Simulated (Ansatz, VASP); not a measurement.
## One calculation of ScAlN2, two programs

File POSCAR:

```
ScAlN2
1.0
    1.4874677490      0.8587899053      4.8150446273
   -1.4874677490      0.8587899053      4.8150446273
    0.0000000000     -1.7175798105      4.8150446273
Sc Al N
1 1 2
Direct
    1.0000000000      0.0000000000      0.0000000000
    0.5000000000      0.5000000000      0.5000000000
    0.2433103314      0.2433103314      0.2433103314
    0.7566896686      0.7566896686      0.7566896686
```

INCAR.step1

```
  ALGO = Normal
  EDIFF = 1E-4
  ENCUT = 520
  GGA = PE
  ISMEAR = 0
  LASPH = True
  LCHARG = False
  LREAL = False
  LWAVE = True
  NBANDS = 20
  NELM = 60
  PREC = Accurate
  SIGMA = 0.01
```

File INCAR.step2:

```
  ALGO = Normal
  EDIFF = 1E-7
  ENCUT = 520
  ISIF = 2
  ISMEAR = 0
  ISTART = 1
  LASPH = True
  LCHARG = True
  LELF = True
  LMIXTAU = True
  LREAL = False
  LVHAR = True
  LWAVE = False
  METAGGA = R2SCAN
  NBANDS = 20
  NELM = 60
  PREC = Accurate
  SIGMA = 0.01
```

KPOINTS

```
k-points
0
Gamma
  8 8 8
```

Input for Ansatz:

```yaml
crystal:
  lattice:
    - [1.487467749, 0.8587899053, 4.8150446273]
    - [-1.487467749, 0.8587899053, 4.8150446273]
    - [0.0, -1.7175798105, 4.8150446273]
  atoms:
    - { symbol: Sc, position: [1.0, 0.0, 0.0] }
    - { symbol: Al, position: [0.5, 0.5, 0.5] }
    - { symbol: "N", position: [0.2433103314, 0.2433103314, 0.2433103314] }
    - { symbol: "N", position: [0.7566896686, 0.7566896686, 0.7566896686] }
kpoints:
  mp_grid: { grid: [8, 8, 8] }
hamiltonian:
  xc: r2scan
scf:
  occupations: { method: fixed }
  n_extra_bands: 5
output:
  forces: true
  stress: true
  eigenvalues: true
```

Alike in both runs: task single point; functional r2SCAN; k mesh 8 × 8 × 8; no spin polarisation.

```csv
,VASP,Ansatz
version,VASP 6.6.1,Ansatz 0.2.0
potentials or method,"VASP PAW PBE potentials, release 64 (Sc_sv, Al, N)","plane waves, PAW"
plane-wave cutoff (eV),520,500
occupations,"gaussian, width 0.01 eV",fixed
valence electrons in the cell,24,24
```

VASP gave:

| Property | Result |
| --- | --- |
| gap on the k mesh at the Fermi level (eV) | 1.07 |
| pressure (GPa) | 18.0 |
| traceless stress, the component that is largest in VASP (GPa) | 0.25 |
| rms of the force components (eV/Å) | 0.113 |

Estimate Ansatz's values.

gap on the k mesh at the Fermi level (eV): 1.07; pressure (GPa): 16.8; traceless stress, the component that is largest in VASP (GPa): 0.07; rms of the force components (eV/Å): 0.055.

VASP's potentials were made for PBE, not for r2SCAN. Atom by atom the forces differ by 0.058 eV/Å (rms over components).
